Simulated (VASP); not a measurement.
# KCdCO3F (P-6m2) in VASP: a series of runs

The runs below take KCdCO3F through single point, relaxation of cell and atoms, with PBE.

All numbers are computed with VASP 6.6.1; they aren't measurements. Logs are shortened: lines on timing, memory, paths and dates and some standing lists are left out, and cuts for length are marked.

## Step 1: The cell of the first run

It takes space group P-6m2 (No. 187, hexagonal). Conventional cell: a = 5.132 Å, b = 5.132 Å, c = 4.432 Å, α = 90.00°, β = 90.00°, γ = 120.00°. Within 3.8 Å of K (site symmetry -6m2) lie 6 O at 2.80 Å and 3 F at 2.96 Å and 6 Cd at 3.70 Å and 6 C at 3.70 Å. Cd (site symmetry -6m2) has 2 F at 2.22 Å and 6 O at 2.58 Å and 3 C at 2.96 Å within 3.0 Å. Within 1.7 Å of C (site symmetry -6m2) lie 3 O at 1.25 Å. Within 1.7 Å of O (site symmetry mm2) lie 1 C at 1.25 Å. F (site symmetry -6m2) has 2 Cd at 2.22 Å and 3 K at 2.96 Å within 3.0 Å.

## Step 2: Single point, PBE

INCAR

```
ALGO = Normal
EDIFF = 1E-7
ENCUT = 520
GGA = PE
ISIF = 2
ISMEAR = 0
LASPH = T
LCHARG = T
LELF = T
LREAL = F
LVHAR = T
LWAVE = F
NBANDS = 34
NELM = 60
PREC = Accurate
SIGMA = 0.1
```

KPOINTS

```
k-points
0
Gamma
  6 6 4
```

POSCAR

```
KCdCO3F
1.0
    5.1324000000      0.0000000000      0.0000000000
   -2.5662000000      4.4447887824      0.0000000000
    0.0000000000      0.0000000000      4.4324000000
K Cd C O F
1 1 1 3 1
Direct
    0.0000000000      0.0000000000      0.0000000000
    0.6666666667      0.3333333333      0.5000000000
    0.3333333333      0.6666666667      0.5000000000
    0.1925000000      0.3850000000      0.5000000000
    0.1925000000      0.8075000000      0.5000000000
    0.6150000000      0.8075000000      0.5000000000
    0.6666666667      0.3333333333      0.0000000000
```

Potentials or basis: VASP PAW PBE potentials, release 64 (K_sv, Cd, C, O, F).

Run with:

```bash
$ cat potpaw_PBE.64/K_sv/POTCAR potpaw_PBE.64/Cd/POTCAR potpaw_PBE.64/C/POTCAR potpaw_PBE.64/O/POTCAR potpaw_PBE.64/F/POTCAR > POTCAR
$ mpirun -np 1 vasp_std > vasp.out
```

OUTCAR:

```text
EDIFF = 1E-7
   ENCUT = 520
   GGA = PE
   ISIF = 2
   ISMEAR = 0
   LASPH = T
   LREAL = F
   NELM = 60
   PREC = Accurate

 ion  position               nearest neighbor table
   1  0.000  0.000  0.000-   6 2.80   6 2.80   5 2.80   5 2.80   4 2.80   4 2.80   2 3.70   2 3.70
                             2 3.70   2 3.70   2 3.70   2 3.70
   2  0.667  0.333  0.500-   7 2.22   7 2.22   4 2.58   6 2.58   5 2.58   5 2.58   4 2.58   6 2.58
                             1 3.70   1 3.70   1 3.70   1 3.70   1 3.70   1 3.70
   3  0.333  0.667  0.500-   5 1.25   6 1.25   4 1.25
   4  0.193  0.385  0.500-   3 1.25   2 2.58   2 2.58   1 2.80   1 2.80
   5  0.193  0.807  0.500-   3 1.25   2 2.58   2 2.58   1 2.80   1 2.80
   6  0.615  0.807  0.500-   3 1.25   2 2.58   2 2.58   1 2.80   1 2.80
   7  0.667  0.333  0.000-   2 2.22   2 2.22

  LATTYP: Found a hexagonal cell.
 ALAT       =     5.1324000000
 C/A-ratio  =     0.8636115657

  Lattice vectors:

 A1 = (   5.1324000000,   0.0000000000,   0.0000000000)
 A2 = (  -2.5662000000,   4.4447887824,   0.0000000000)
 A3 = (   0.0000000000,   0.0000000000,   4.4324000000)

Analysis of symmetry for initial positions (statically):
=====================================================================
 Subroutine PRICEL returns:
 Original cell was already a primitive cell.

 Routine SETGRP: Setting up the symmetry group for a
 hexagonal supercell.

 Subroutine GETGRP returns: Found 12 space group operations
 (whereof 12 operations were pure point group operations)
 out of a pool of 24 trial point group operations.

The static configuration has the point symmetry D_3h.

Analysis of symmetry for dynamics (positions and initial velocities):
=====================================================================
 Subroutine PRICEL returns:
 Original cell was already a primitive cell.

 Routine SETGRP: Setting up the symmetry group for a
 hexagonal supercell.

 Subroutine GETGRP returns: Found 12 space group operations
 (whereof 12 operations were pure point group operations)
 out of a pool of 24 trial point group operations.

The dynamic configuration has the point symmetry D_3h.

 Subroutine INISYM returns: Found 12 space group operations
 (whereof 12 operations are pure point group operations),
 and found     1 'primitive' translations

----------------------------------------------------------------------------------------

                                     Primitive cell

  volume of cell :     101.1138

  direct lattice vectors                    reciprocal lattice vectors
     5.132400000  0.000000000  0.000000000     0.194840620  0.112491285  0.000000000
    -2.566200000  4.444788782  0.000000000     0.000000000  0.224982569  0.000000000
     0.000000000  0.000000000  4.432400000     0.000000000  0.000000000  0.225611407

  length of vectors
     5.132400000  5.132400000  4.432400000     0.224982569  0.224982569  0.225611407

  position of ions in fractional coordinates (direct lattice)
     0.000000000  0.000000000  0.000000000
     0.666666667  0.333333333  0.500000000
     0.333333333  0.666666667  0.500000000
     0.192500000  0.385000000  0.500000000
     0.192500000  0.807500000  0.500000000
     0.615000000  0.807500000  0.500000000
     0.666666667  0.333333333  0.000000000

  ion indices of the primitive-cell ions
   primitive index   ion index
                 1           1
                 2           2
                 3           3
                 4           4
                 5           5
                 6           6
                 7           7

----------------------------------------------------------------------------------------

 KPOINTS: k-points

Automatic generation of k-mesh.
 Grid dimensions read from file:
 generate k-points for:    6    6    4

 Generating k-lattice:

  Cartesian coordinates                     Fractional coordinates (reciprocal lattice)
     0.032473437  0.018748547  0.000000000     0.166666667 -0.000000000  0.000000000
     0.000000000  0.037497095  0.000000000     0.000000000  0.166666667  0.000000000
     0.000000000  0.000000000  0.056402852     0.000000000  0.000000000  0.250000000

  Length of vectors
     0.037497095  0.037497095  0.056402852

  Shift w.r.t. Gamma in fractional coordinates (k-lattice)
     0.000000000  0.000000000  0.000000000

 Subroutine IBZKPT returns following result:
 ===========================================

 Found     21 irreducible k-points:

 Following reciprocal coordinates:
            Coordinates               Weight
  0.000000  0.000000  0.000000      1.000000
  0.166667  0.000000  0.000000      6.000000
  0.333333 -0.000000  0.000000      6.000000
  0.500000 -0.000000  0.000000      3.000000
  0.166667  0.166667  0.000000      6.000000
  0.333333  0.166667  0.000000     12.000000
[... 13 lines left out ...]
  0.333333  0.166667  0.500000     12.000000
  0.333333  0.333333  0.500000      2.000000
   k-points           NKPTS =     21   k-points in BZ     NKDIM =     21   number of bands    NBANDS=     34
   number of dos      NEDOS =    301   number of ions     NIONS =      7
   total plane-waves  NPLWV =  57600
   dimension x,y,z NGX =    40 NGY =   40 NGZ =   36
   dimension x,y,z NGXF=    80 NGYF=   80 NGZF=   72
   ions per type =               1   1   1   3   1
   NGX,Y,Z   is equivalent  to a cutoff of  12.96, 12.96, 13.50 a.u.
   NGXF,Y,Z  is equivalent  to a cutoff of  25.91, 25.91, 27.01 a.u.
 SYSTEM =  unknown system
   PREC   = accura    normal or accurate (medium, high low for compatibility)
   ISTART =      0    job   : 0-new  1-cont  2-samecut
   ICHARG =      2    charge: 1-file 2-atom 10-const
   ISPIN  =      1    spin polarized calculation?
   LNONCOLLINEAR =      F non collinear calculations
   LSORBIT =      F    spin-orbit coupling
   LASPH  =      T    aspherical Exc in radial PAW
   ENCUT  =  520.0 eV  38.22 Ry    6.18 a.u.   9.54  9.54  8.24*2*pi/ulx,y,z
   NELM   =     60;   NELMIN=  2; NELMDL= -5     # of ELM steps
   EDIFF  = 0.1E-06   stopping-criterion for ELM
   LREAL  =      F    real-space projection
   EDIFFG = 0.1E-05   stopping-criterion for IOM
   NSW    =      0    number of steps for IOM
   IBRION =     -1    ionic relax: 0-MD 1-quasi-New 2-CG
   NFREE  =      0    steps in history (QN), initial steepest desc. (CG)
   ISIF   =      2    stress and relaxation
   ISYM   =      2    0-nonsym 1-usesym 2-fastsym
   POTIM  = 0.5000    time-step for ionic-motion
   TEBEG  =    0.0;   TEEND  =   0.0 temperature during run
   PSTRESS=    0.0 pullay stress
   NELECT =      50.0000    total number of electrons
   NUPDOWN=      -1.0000    fix difference up-down
   EMIN   =  10.00;   EMAX   =-10.00  energy-range for DOS
   EFERMI =   0.00;   METHOD = LEGACY
   ISMEAR =     0;   SIGMA  =   0.10  broadening in eV -4-tet -1-fermi 0-gaus
   EFERMI_NEDOS =   21; number of points for ismear=-14 and -15
   IALGO  =     38    algorithm
   IMIX   =      4    mixing-type and parameters
     AMIX     =   0.40;   BMIX     =  1.00
     AMIX_MAG =   1.60;   BMIX_MAG =  1.00
  volume/ion in A,a.u.               =      14.44        97.48
  Fermi-wavevector in a.u.,A,eV,Ry     =   1.294577  2.446396 22.802416  1.675930
  Thomas-Fermi vector in A             =   2.426151
   LORBIT       =      0    0 simple, 1 ext, 2 COOP (PROOUT), +10 PAW based schemes
   GGA     = PE    functional components
   LHFCALC =     F    Hartree Fock is set to
   AEXX    =    0.0000 exact exchange contribution
   IVDW    =     0    specifies the selected vdW correction
   LEPSILON=     F    determine dielectric tensor
   LRPA    =     F    only Hartree local field effects (RPA)
 non-spin polarized calculation
 Gauss-broadening in eV      SIGMA  =   0.10
  energy-cutoff  :      520.00
  volume of cell :      101.11
 maximum number of plane-waves:      2801
 NGX is ok and might be reduce to    40
   NGX = 19   NGY = 19   NGZ = 17

 number of electron      49.9999993 magnetization

 Free energy of the ion-electron system (eV)
  ---------------------------------------------------
  ext. energy  EPLUGINS =         0.00000000
  ---------------------------------------------------
  free energy    TOTEN  =       -39.59445940 eV

  energy without entropy =      -39.59445940  energy(sigma->0) =      -39.59445940

 E-fermi :   0.6757     XC(G=0):  -9.2540

 val. band max:        0.1353041449   @ k =   0.0000   0.0000   0.5000
 cond. band min:       1.8226928944   @ k =   0.0000   0.0000   0.0000
 fundamental gap:      1.6873887495
 Fermi energy:         0.6757336696

 k-point     1 :       0.0000    0.0000    0.0000
  band No.  band energies     occupation
      1     -27.8007      2.00000
      2     -22.4012      2.00000
      3     -21.8192      2.00000
      4     -18.8712      2.00000
      5     -18.8712      2.00000
      6     -11.3547      2.00000
[... 26 lines left out ...]
     33      10.3138      0.00000
     34      10.8795      0.00000

 k-point     2 :       0.1667    0.0000    0.0000
  band No.  band energies     occupation
      1     -27.7999      2.00000
      2     -22.3912      2.00000
      3     -21.8223      2.00000
      4     -18.8891      2.00000
      5     -18.8704      2.00000
      6     -11.3573      2.00000
[... 26 lines left out ...]
     33      10.1859      0.00000
     34      10.3394      0.00000

 k-point     3 :       0.3333   -0.0000    0.0000
  band No.  band energies     occupation
      1     -27.7982      2.00000
      2     -22.3708      2.00000
      3     -21.8299      2.00000
      4     -18.9251      2.00000
      5     -18.8694      2.00000
      6     -11.3619      2.00000
[... 26 lines left out ...]
     33      10.1144      0.00000
     34      10.3834      0.00000

 k-point     4 :       0.5000   -0.0000    0.0000
  band No.  band energies     occupation
      1     -27.7974      2.00000
      2     -22.3599      2.00000
      3     -21.8339      2.00000
      4     -18.9430      2.00000
      5     -18.8688      2.00000
      6     -11.3638      2.00000
[... 26 lines left out ...]
     33      10.0233      0.00000
     34      10.4143      0.00000

 k-point     5 :       0.1667    0.1667    0.0000
  band No.  band energies     occupation
      1     -27.7986      2.00000
      2     -22.3760      2.00000
      3     -21.8279      2.00000
      4     -18.9137      2.00000
      5     -18.8721      2.00000
      6     -11.3689      2.00000
[... 510 lines left out ...]
 k-point    19 :       0.1667    0.1667    0.5000
  band No.  band energies     occupation
      1     -27.7919      2.00000
      2     -22.3705      2.00000
      3     -21.7522      2.00000
      4     -18.9230      2.00000
      5     -18.8645      2.00000
      6     -11.3868      2.00000
[... 26 lines left out ...]
     33      10.5638      0.00000
     34      10.8881      0.00000

 k-point    20 :       0.3333    0.1667    0.5000
  band No.  band energies     occupation
      1     -27.7911      2.00000
      2     -22.3532      2.00000
      3     -21.7546      2.00000
      4     -18.9561      2.00000
      5     -18.8679      2.00000
      6     -11.3897      2.00000
[... 26 lines left out ...]
     33      10.3059      0.00000
     34      10.7134      0.00000

 k-point    21 :       0.3333    0.3333    0.5000
  band No.  band energies     occupation
      1     -27.7908      2.00000
      2     -22.3473      2.00000
      3     -21.7554      2.00000
      4     -18.9602      2.00000
      5     -18.8762      2.00000
      6     -11.4007      2.00000
[... 26 lines left out ...]
     33      10.9127      0.00000
     34      10.9520      0.00000

------------------------ aborting loop because EDIFF is reached ----------------------------------------

  FORCE on cell =-STRESS in cart. coord.  units (eV):
  Direction    XX          YY          ZZ          XY          YZ          ZX
  --------------------------------------------------------------------------------------
  -------------------------------------------------------------------------------------
  Total        6.1875194      6.1875194      0.8460110      0.0000000     -0.0000000      0.0000000
  in kB       98.0429979     98.0429979     13.4052834      0.0000000     -0.0000000      0.0000000
  external PRESSURE =      69.8304264 kB  Pullay stress =       0.0000000 kB

 VOLUME and BASIS-vectors are now :
 -----------------------------------------------------------------------------
  energy-cutoff  :      520.00
  volume of cell :      101.11
      direct lattice vectors                 reciprocal lattice vectors
     5.132400000  0.000000000  0.000000000     0.194840620  0.112491285  0.000000000
    -2.566200000  4.444788782  0.000000000     0.000000000  0.224982569  0.000000000
     0.000000000  0.000000000  4.432400000     0.000000000  0.000000000  0.225611407

 POSITION                                       TOTAL-FORCE (eV/Angst)
 -----------------------------------------------------------------------------------
      0.00000      0.00000      0.00000        -0.000000      0.000000      0.000000
      2.56620      1.48160      2.21620        -0.000000      0.000000      0.000000
     -0.00000      2.96319      2.21620        -0.000000      0.000000      0.000000
      0.00000      1.71124      2.21620        -0.000000     -3.448257      0.000000
     -1.08422      3.58917      2.21620        -2.986278      1.724129     -0.000000
      1.08422      3.58917      2.21620         2.986278      1.724129     -0.000000
      2.56620      1.48160      0.00000        -0.000000      0.000000      0.000000
 -----------------------------------------------------------------------------------
    total drift:                                0.000006     -0.000003      0.000000

  FREE ENERGIE OF THE ION-ELECTRON SYSTEM (eV)
  ---------------------------------------------------
  free  energy   TOTEN  =       -39.5944593988 eV

  energy  without entropy=      -39.5944593988  energy(sigma->0) =      -39.59445940
```

Wall time 41 s (1 thread of AMD EPYC 9R45 (Zen 5), shared host); peak memory 0.24 GiB.

What came out:

- Free energy: -39.5945 eV
- Pressure: 7.0 GPa
- Largest force: 3.448 eV/Å
- Band gap on the k mesh: 1.69 eV

Forces on the atoms (eV/Å):
```
K    0.000  0.000  0.000
Cd   0.000  0.000  0.000
C    0.000  0.000  0.000
O    0.000 -3.448  0.000
O   -2.986  1.724  0.000
O    2.986  1.724  0.000
F    0.000  0.000  0.000
```

Stress tensor (GPa, compression positive):
```
9.80 0.00 0.00
0.00 9.80 0.00
0.00 0.00 1.34
```

Levels at points of the mesh, in eV from the valence-band top:
| k point | band 21 | band 22 | band 23 | band 24 | band 25 | band 26 | band 27 | band 28 | band 29 | band 30 |
| --- | --- | --- | --- | --- | --- | --- | --- | --- | --- | --- |
| (0.00, 0.00, 0.00) | -1.93 | -1.93 | -1.58 | -1.58 | 0.00 | 1.69 | 6.17 | 6.28 | 8.64 | 8.64 |
| (0.50, 0.00, 0.00) | -3.11 | -2.07 | -1.56 | -1.53 | -0.15 | 3.76 | 5.96 | 6.28 | 8.25 | 9.36 |
| (0.00, 0.00, 0.50) | -2.07 | -2.07 | -1.53 | -1.53 | 0.00 | 3.94 | 5.23 | 6.48 | 8.76 | 8.76 |
| (0.50, 0.00, 0.50) | -2.31 | -1.79 | -1.52 | -1.49 | -0.15 | 5.27 | 6.41 | 6.82 | 7.65 | 8.13 |

Caveat: the stress differs along the axes, from 1 to 10 GPa; forces of over 1 eV/Å act on the atoms, so gaps and moduli don't describe the material at rest.

(Part 1 of 3 ends here.)
